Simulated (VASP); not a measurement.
# BeS in VASP: further runs, part 2 of 2

VASP 6.6.1.

## 3. Single point, PBE (epitaxial 111 strain -0.6%)

The input, INCAR:

```
SYSTEM = BeS
PREC = Accurate ; ENCUT = 520
EDIFF = 1E-6 ; ISMEAR = -1
SIGMA = 0.02 ; LREAL = .FALSE.
LASPH = .TRUE. ; NELM = 60
ALGO = Normal ; ISIF = 2
LWAVE = .FALSE. ; LCHARG = .TRUE.
GGA = PE ; LELF = .TRUE.
LVHAR = .TRUE. ; NBANDS = 11
```

The input, KPOINTS:

```
regular mesh
0
G
  10 10 10
  0 0 0
```

The input, POSCAR:

```
BeS
1.0
    0.0119227451      2.3143892382      2.3143892382
    2.3143892382      0.0119227451      2.3143892382
    2.3143892382      2.3143892382      0.0119227451
Be S
1 1
Direct
    0.0000000000      0.0000000000      0.0000000000
    0.5000000000      0.5000000000      0.5000000000
```

Potentials or basis: VASP PAW PBE potentials, release 64 (Be, S).

On the command line:

```bash
$ cat potpaw_PBE.64/Be/POTCAR potpaw_PBE.64/S/POTCAR > POTCAR
$ mpirun -np 1 vasp_std > vasp.out
```

OUTCAR:

```text
SYSTEM = BeS
   PREC = Accurate
   ENCUT = 520
   EDIFF = 1E-6
   ISMEAR = -1
   LREAL = .FALSE.
   LASPH = .TRUE.
   NELM = 60
   ISIF = 2
   GGA = PE

 ion  position               nearest neighbor table
   1  0.000  0.000  0.000-   2 2.31   2 2.31   2 2.31   2 2.31   2 2.31   2 2.31
   2  0.500  0.500  0.500-   1 2.31   1 2.31   1 2.31   1 2.31   1 2.31   1 2.31

  LATTYP: Found a trigonal (rhomboedric) cell.
 ALAT       =     3.2730623648
 COS(alpha) =     0.5051448701

  Lattice vectors:

 A1 = (   0.0119227451,   2.3143892382,   2.3143892382)
 A2 = (   2.3143892382,   0.0119227451,   2.3143892382)
 A3 = (   2.3143892382,   2.3143892382,   0.0119227451)

Analysis of symmetry for initial positions (statically):
=====================================================================
 Subroutine PRICEL returns:
 Original cell was already a primitive cell.

 Routine SETGRP: Setting up the symmetry group for a
 trigonal (rhombohedral) supercell.

 Subroutine GETGRP returns: Found 12 space group operations
 (whereof 12 operations were pure point group operations)
 out of a pool of 12 trial point group operations.

The static configuration has the point symmetry D_3d.

Analysis of symmetry for dynamics (positions and initial velocities):
=====================================================================
 Subroutine PRICEL returns:
 Original cell was already a primitive cell.

 Routine SETGRP: Setting up the symmetry group for a
 trigonal (rhombohedral) supercell.

 Subroutine GETGRP returns: Found 12 space group operations
 (whereof 12 operations were pure point group operations)
 out of a pool of 12 trial point group operations.

The dynamic configuration has the point symmetry D_3d.

 Subroutine INISYM returns: Found 12 space group operations
 (whereof 12 operations are pure point group operations),
 and found     1 'primitive' translations
[... 118 lines left out ...]
  Thomas-Fermi vector in A             =   2.262444
   LORBIT       =      0    0 simple, 1 ext, 2 COOP (PROOUT), +10 PAW based schemes
   GGA     = PE    functional components
   LHFCALC =     F    Hartree Fock is set to
   AEXX    =    0.0000 exact exchange contribution
   IVDW    =     0    specifies the selected vdW correction
   LEPSILON=     F    determine dielectric tensor
   LRPA    =     F    only Hartree local field effects (RPA)
 non-spin polarized calculation
  energy-cutoff  :      520.00
  volume of cell :       24.60
 maximum number of plane-waves:       678
   NGX = 13   NGY = 13   NGZ = 13

 number of electron       7.9999999 magnetization

 Free energy of the ion-electron system (eV)
  ---------------------------------------------------
  ext. energy  EPLUGINS =         0.00000000
  ---------------------------------------------------
  free energy    TOTEN  =        -8.89341725 eV

  energy without entropy =       -8.89341725  energy(sigma->0) =       -8.89341725

 E-fermi :   7.1394     XC(G=0): -10.6564

 val. band max:        6.7225775235   @ k =   0.3000   0.2000   0.2000
 cond. band min:       7.7216654187   @ k =   0.5000   0.5000   0.0000
 fundamental gap:      0.9990878951
 Fermi energy:         7.1393687257

 k-point     1 :       0.0000    0.0000    0.0000
  band No.  band energies     occupation
      1      -8.4525      2.00000
      2       6.3538      2.00000
      3       6.4719      2.00000
      4       6.4719      2.00000
      5      12.1498      0.00000
      6      15.4500      0.00000
      7      15.6099      0.00000
      8      15.6099      0.00000
      9      16.3730      0.00000
     10      16.3730      0.00000
     11      16.3998      0.00000
[... 309 lines left out ...]
 k-point    24 :       0.4000    0.3000    0.0000
  band No.  band energies     occupation
      1      -6.1534      2.00000
      2       1.4861      2.00000
      3       3.6930      2.00000
      4       4.0290      2.00000
      5       8.7115      0.00000
      6      12.1655      0.00000
      7      16.5286      0.00000
      8      16.9277      0.00000
      9      18.6078      0.00000
     10      22.3351      0.00000
     11      23.9365      0.00000

 [... further k-points ...]

------------------------ aborting loop because EDIFF is reached ----------------------------------------

  FORCE on cell =-STRESS in cart. coord.  units (eV):
  Direction    XX          YY          ZZ          XY          YZ          ZX
  --------------------------------------------------------------------------------------
  -------------------------------------------------------------------------------------
  Total        0.1235024      0.1235024      0.1235024     -0.0936289     -0.0936289     -0.0936289
  in kB        8.0429562      8.0429562      8.0429562     -6.0974762     -6.0974762     -6.0974762
  external PRESSURE =       8.0429562 kB  Pullay stress =       0.0000000 kB

 VOLUME and BASIS-vectors are now :
 -----------------------------------------------------------------------------
  energy-cutoff  :      520.00
  volume of cell :       24.60
      direct lattice vectors                 reciprocal lattice vectors
     0.011922745  2.314389238  2.314389238    -0.217716343  0.216600510  0.216600510
     2.314389238  0.011922745  2.314389238     0.216600510 -0.217716343  0.216600510
     2.314389238  2.314389238  0.011922745     0.216600510  0.216600510 -0.217716343

 POSITION                                       TOTAL-FORCE (eV/Angst)
 -----------------------------------------------------------------------------------
      0.00000      0.00000      0.00000        -0.000000      0.000000     -0.000000
      2.32035      2.32035      2.32035         0.000000     -0.000000      0.000000
 -----------------------------------------------------------------------------------
    total drift:                               -0.000000     -0.000000      0.000000

  FREE ENERGIE OF THE ION-ELECTRON SYSTEM (eV)
  ---------------------------------------------------
  free  energy   TOTEN  =        -8.8934172498 eV

  energy  without entropy=       -8.8934172498  energy(sigma->0) =       -8.89341725
```

OSZICAR:

```text
N       E                     dE             d eps       ncg     rms          rms(c)
DAV:   1     0.203529036711E+02    0.20353E+02   -0.40228E+03  2552   0.637E+02
DAV:   2    -0.776197381933E+01   -0.28115E+02   -0.26737E+02  3345   0.116E+02
DAV:   3    -0.896049379076E+01   -0.11985E+01   -0.11951E+01  3278   0.228E+01
DAV:   4    -0.896670969587E+01   -0.62159E-02   -0.62147E-02  3117   0.195E+00
DAV:   5    -0.896674792499E+01   -0.38229E-04   -0.38228E-04  3344   0.149E-01    0.650E+00
DAV:   6    -0.889388443050E+01    0.72863E-01   -0.17602E-01  2973   0.175E+00    0.435E+00
DAV:   7    -0.889299385335E+01    0.89058E-03   -0.63709E-02  3185   0.122E+00    0.159E+00
DAV:   8    -0.889341678760E+01   -0.42293E-03   -0.60681E-03  2974   0.372E-01    0.263E-01
DAV:   9    -0.889340296860E+01    0.13819E-04   -0.15179E-04  2986   0.797E-02    0.416E-02
DAV:  10    -0.889341654161E+01   -0.13573E-04   -0.17901E-05  3063   0.260E-02    0.661E-03
DAV:  11    -0.889341724978E+01   -0.70817E-06   -0.41583E-06  3094   0.109E-02
   1 F= -.88934172E+01 E0= -.88934172E+01  d E =-.810600E-11
```

stdout:

```text
POSCAR found type information on POSCAR BeS
 POSCAR found :  2 types and       2 ions
 scaLAPACK will be used
 LDA part: xc-table for (Slater+PW92), standard interpolation
 POSCAR, INCAR and KPOINTS ok, starting setup
 FFT: planning ... GRIDC
 FFT: planning ... GRID_SOFT
 FFT: planning ... GRID
 WAVECAR not read
 entering main loop
```

Run time: 7.8 s. Hardware: 1 thread of Intel Xeon 6975P-C (Granite Rapids), shared host; peak memory 0.15 GiB.

Results:

```
Free energy            : -8.8934 eV
Pressure               : 0.8 GPa
Band gap on the k mesh : 1.00 eV (least direct gap 4.15 eV)
```

Caveat: the cell differs from its parent crystal (epitaxial 111 strain -0.6%); the structure was generated, so it needn't be the stable form of BeS. A k mesh can miss the band edges.

## 4. Single point, r2SCAN (uniaxial z strain -1.9%)

The input, POSCAR:

```
BeS
1.0
    0.0000000000      2.3172971951      2.2739637376
    2.3172971951      0.0000000000      2.2739637376
    2.3172971951      2.3172971951      0.0000000000
Be S
1 1
Direct
    0.0000000000      0.0000000000      0.0000000000
    0.5000000000      0.5000000000      0.5000000000
```

The input, INCAR.step1:

```
PREC     = Accurate       # precision mode
ENCUT    = 520            # plane-wave cutoff, eV
ISMEAR   = 0              # smearing method
SIGMA    = 0.01           # smearing width, eV
LREAL    = F              # projectors in reciprocal space
LASPH    = T              # aspherical terms in the spheres
NELM     = 60             # most SCF steps
NBANDS   = 11             # bands
GGA      = PE             # functional
ALGO     = Normal         # electronic algorithm
EDIFF    = 1E-4           # SCF threshold, eV
LWAVE    = T              # write WAVECAR
LCHARG   = F              # write CHGCAR
```

The input, INCAR.step2:

```
PREC     = Accurate       # precision mode
ENCUT    = 520            # plane-wave cutoff, eV
EDIFF    = 1E-6           # SCF threshold, eV
ISMEAR   = 0              # smearing method
SIGMA    = 0.01           # smearing width, eV
LREAL    = F              # projectors in reciprocal space
LASPH    = T              # aspherical terms in the spheres
NELM     = 60             # most SCF steps
ALGO     = Normal         # electronic algorithm
ISIF     = 2              # what is computed and relaxed
LWAVE    = F              # write WAVECAR
LCHARG   = F              # write CHGCAR
METAGGA  = R2SCAN         # meta-GGA
LMIXTAU  = T            
NBANDS   = 11             # bands
ISTART   = 1
```

The input, KPOINTS:

```
Automatic mesh
0
Gamma
  10 10 10
```

On the command line:

```bash
$ cat potpaw_PBE.64/Be/POTCAR potpaw_PBE.64/S/POTCAR > POTCAR
$ cp INCAR.step1 INCAR
$ mpirun -np 1 vasp_std > vasp.out
$ cp INCAR.step2 INCAR
$ mpirun -np 1 vasp_std > vasp.out
```

It took 30 s on 1 thread of Intel Xeon 6975P-C (Granite Rapids), shared host; peak memory 0.15 GiB.

The run converged. Its results:

| Item | Value |
| --- | --- |
| Free energy | -13.5475 eV |
| Pressure | 2.1 GPa |
| Band gap on the k mesh | 1.23 eV (least direct gap 4.57 eV) |

Stress tensor (GPa, compression positive):
```
1.44 0.00 0.00
0.00 1.44 0.00
0.00 0.00 3.48
```

Levels at points of the mesh, in eV from the valence-band top:
```tsv
k point	band 1	band 2	band 3	band 4	band 5	band 6	band 7	band 8	band 9
(0.00, 0.00, 0.00)	-15.90	-0.42	-0.17	-0.17	6.46	9.30	9.30	9.54	10.55
(0.50, 0.00, 0.00)	-13.47	-7.57	-0.59	-0.47	4.40	4.48	4.96	11.40	16.31
(0.50, 0.50, 0.00)	-12.24	-7.08	-3.40	-3.40	1.23	4.73	13.10	13.10	15.53
(0.50, 0.00, 0.50)	-12.40	-7.09	-3.42	-3.12	1.45	4.82	12.85	13.61	15.06
```

Caveat: the cell differs from its parent crystal (uniaxial z strain -1.9%); the structure was generated, so it needn't be the stable form of BeS; the PAW data sets were made with another functional, which shifts forces and pressure a little. A k mesh can miss the band edges.

## 5. Single point, PBE (shear xy strain +3.7%)

The input, INCAR:

```
ALGO = Normal ; EDIFF = 1E-6
ENCUT = 520 ; GGA = PE
ISIF = 2 ; ISMEAR = -1
LASPH = True ; LCHARG = False
LREAL = False ; LWAVE = False
NBANDS = 11 ; NELM = 100
PREC = Accurate ; SIGMA = 0.02
```

The input, KPOINTS:

```
k-points
0
Gamma
  10 10 10
```

The input, POSCAR:

```
BeS
1.0
    0.0427541333      2.3172971951      2.3172971951
    2.3172971951      0.0427541333      2.3172971951
    2.3600513284      2.3600513284      0.0000000000
Be S
1 1
Direct
    0.0000000000      0.0000000000      0.0000000000
    0.5000000000      0.5000000000      0.5000000000
```

On the command line:

```bash
$ cat potpaw_PBE.64/Be/POTCAR potpaw_PBE.64/S/POTCAR > POTCAR
$ mpirun -np 1 vasp_std > vasp.out
```

Wall time 15 s (1 thread of Intel Xeon 6975P-C (Granite Rapids), shared host); peak memory 0.17 GiB.

It converged, with:

| Quantity | Value |
| --- | --- |
| Free energy | -8.8823 eV |
| Pressure | -0.4 GPa |
| Band gap on the k mesh | 0.77 eV (least direct gap 3.76 eV) |

Stress tensor (GPa, compression positive):
```
-0.27 -4.27  0.00
-4.27 -0.27  0.00
 0.00  0.00 -0.55
```

Levels at points of the mesh, in eV from the valence-band top:
```csv
k point,band 1,band 2,band 3,band 4,band 5,band 6,band 7,band 8,band 9
"(0.00, 0.00, 0.00)",-15.26,-0.74,-0.48,-0.19,5.07,8.28,8.71,9.06,9.37
"(0.50, 0.00, 0.00)",-12.91,-7.31,-0.87,-0.72,3.51,3.57,3.94,9.86,15.15
"(0.50, 0.50, 0.00)",-11.97,-6.94,-3.67,-2.99,0.77,4.22,11.51,11.71,13.40
"(0.00, 0.00, 0.50)",-13.09,-7.45,-0.65,-0.46,3.72,4.05,4.24,10.17,14.74
"(0.50, 0.00, 0.50)",-11.96,-6.94,-3.34,-3.34,0.81,4.17,11.52,11.60,13.39
```

Caveat: the cell differs from its parent crystal (shear xy strain +3.7%); the structure was generated, so it needn't be the stable form of BeS; semilocal functionals underestimate gaps, and a narrow one can read as zero.

## 6. Overview

| level | cell | smearing | gap on the mesh (eV) | pressure (GPa) |
| --- | --- | --- | --- | --- |
| PBE | a = 3.247, b = 3.247, c = 3.277 Å, angles 59.7, 59.7, 60.6°, 2 atoms | fermi-dirac 0.02 eV | 0.90 | 1.7 |
| PBE | a = 3.273 Å, angles 59.7°, 2 atoms | fermi-dirac 0.02 eV | 1.00 | 0.8 |
| r2SCAN | a = 3.247, b = 3.247, c = 3.277 Å, angles 59.7, 59.7, 60.6°, 2 atoms | gaussian 0.01 eV | 1.23 | 2.1 |
| PBE | a = 3.277, b = 3.277, c = 3.338 Å, angles 59.4, 59.4, 58.8°, 2 atoms | fermi-dirac 0.02 eV | 0.77 | -0.4 |

Alike in all rows: task single point; potentials or basis VASP PAW PBE potentials, release 64 (Be, S); no spin polarisation; k mesh 10 × 10 × 10; cutoff (eV) 520.

Caveats: the structure was generated, so it needn't be the stable form of BeS; the PAW data sets were made with another functional, which shifts forces and pressure a little (at least some runs); semilocal functionals underestimate gaps, and a narrow one can read as zero (at least some runs).

Total energies depend on the potentials used, so only differences within one code and one set of settings carry meaning.
